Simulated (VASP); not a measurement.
Pt: elastic constants with PBE

The system is Pt.

```
Pt
1.0
     0.00000    1.96953    1.96953
     1.96953    0.00000    1.96953
     1.96953    1.96953    0.00000
Pt
1
Direct
  0.00000 0.00000 0.00000
```

```
Program                   : VASP 6.6.1
Task                      : elastic constants
Functional                : PBE
Potentials or basis       : VASP PAW PBE potentials, release 64 (Pt)
Cutoff                    : 600 eV
k mesh                    : 20 × 20 × 20
Occupations               : fermi-dirac, width 0.15 eV
Spin                      : no spin polarisation
Dipole correction         : no
Ions in elastic constants : relaxed
Further INCAR settings    : ALGO = Normal; EDIFF = 1e-08; NBANDS = 11; IBRION = 6; POTIM = 0.015; NSW = 1; ISIF = 3
```

The elastic constants C11, C12, C44 are 342, 241, 92 GPa. The voigt bulk modulus is 275 GPa.

Elastic tensor in Voigt notation (GPa, in the Cartesian axes of the cell as first typed):
```
342 241 241   0   0   0
241 342 241   0   0   0
241 241 342   0   0   0
  0   0   0  92   0   0
  0   0   0   0  92   0
  0   0   0   0   0  92
```

Clamped-ion elastic tensor (GPa):
```
342 241 241   0   0   0
241 342 241   0   0   0
241 241 342   0   0   0
  0   0   0  92   0   0
  0   0   0   0  92   0
  0   0   0   0   0  92
```

Run time: 27 min on 1 thread of Intel(R) Xeon(R) Platinum 8259CL CPU @ 2.50GHz (Skylake/Cascade Lake) (shared host), peak memory 0.82 GiB.

Caveat: the cell is under stress, which shifts elastic constants.
